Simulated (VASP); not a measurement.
Here is a VASP 6.6.1 calculation.

Contents of INCAR:

```
ALGO     = Normal         # electronic algorithm
EDIFF    = 1E-7           # SCF threshold, eV
ENCUT    = 520            # plane-wave cutoff, eV
GGA      = PE             # functional
ISIF     = 2              # what is computed and relaxed
ISMEAR   = 0              # smearing method
LASPH    = T              # aspherical terms in the spheres
LCHARG   = F              # write CHGCAR
LREAL    = F              # projectors in reciprocal space
LWAVE    = F              # write WAVECAR
NBANDS   = 15             # bands
NELM     = 60             # most SCF steps
PREC     = Accurate       # precision mode
SIGMA    = 0.05           # smearing width, eV
```

Contents of KPOINTS:

```
k-points
0
Gamma
  8 8 8
```

POSCAR

```
SrO
1.0
   -0.0519478352      2.5973917585      2.5973917585
    2.5973917585     -0.0519478352      2.5973917585
    2.5454439233      2.5454439233      0.0000000000
Sr O
1 1
Direct
    0.0000000000      0.0000000000      0.0000000000
    0.5000000000      0.5000000000      0.5000000000
```

Potentials or basis: VASP PAW PBE potentials, release 64 (Sr_sv, O).

Launch:

```sh
$ cat potpaw_PBE.64/Sr_sv/POTCAR potpaw_PBE.64/O/POTCAR > POTCAR
$ mpirun -np 1 vasp_std > vasp.out
```

Q: What does it give for the pressure?

A: 0.5 GPa.

Q: Estimate the band gap on the k mesh.

A: 3.22 eV, indirect (least direct gap 3.33 eV).

Stress tensor (GPa, compression positive):
```
0.54 2.18 0.00
2.18 0.54 0.00
0.00 0.00 0.43
```

Caveat: the cell differs from its parent crystal (strain -0.0400 x Voigt [0, 0, 0, 0, 0, 1]). A k mesh can miss the band edges.
